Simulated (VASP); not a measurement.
Set up this calculation in VASP 6.6.1, as the native input.

```yaml
Task: single point
Functional: PBE
Potentials_or_basis: VASP PAW PBE potentials, release 64 (Sr_sv, Co)
Cutoff: 520 eV
k_mesh: 8 × 8 × 8
Occupations: gaussian, width 0.05 eV
Spin: collinear spin, ferromagnetic start
Starting_moments: "[0.0, 1.68, 1.68, 1.68] μB"
Dipole_correction: no
Further_INCAR_settings: ALGO = Normal; EDIFF = 1e-06; NBANDS = 30
```

The structure of SrCo3 lies in POSCAR:

```
SrCo3
1.0
    4.0982196026      0.0000000000      0.0000000000
    0.0000000000      4.0982196026      0.0000000000
    0.0000000000      0.0000000000      4.0982196026
Sr Co
1 3
Direct
    0.0000000000      0.0000000000      0.0000000000
    0.0000000000      0.5000000000      0.5000000000
    0.5000000000      0.5000000000      0.0000000000
    0.5000000000      0.0000000000      0.5000000000
```

This cell differs from its parent crystal: volume scaled by 1.070.

One way to write it, as run:

INCAR

```
SYSTEM = SrCo3
ALGO = Normal
EDIFF = 1E-6
ENCUT = 520
GGA = PE
ISIF = 2
ISMEAR = 0
ISPIN = 2
LASPH = .TRUE.
LCHARG = .FALSE.
LMAXMIX = 4
LORBIT = 11
LREAL = .FALSE.
LWAVE = .FALSE.
MAGMOM = 0 1.68 1.68 1.68
NBANDS = 30
NELM = 150
PREC = Accurate
SIGMA = 0.05
```

KPOINTS

```
k-points
0
G
  8 8 8
  0 0 0
```

Potentials or basis: VASP PAW PBE potentials, release 64 (Sr_sv, Co).

Launch:

```sh
$ cat potpaw_PBE.64/Sr_sv/POTCAR potpaw_PBE.64/Co/POTCAR > POTCAR
$ mpirun -np 1 vasp_std > vasp.out
```

Results of the run:

| Property | Result |
| --- | --- |
| Pressure | -4.1 GPa |
| Net moment | 4.18 μB per cell |
| Site moments | Sr -0.12; Co +1.52 μB |
| Valence electrons inside the program's atomic spheres | Sr 8.26; Co 7.91 |

It took 2.4 min on 1 thread of Intel Xeon 6975P-C, on a shared host, peak memory 0.26 GiB.
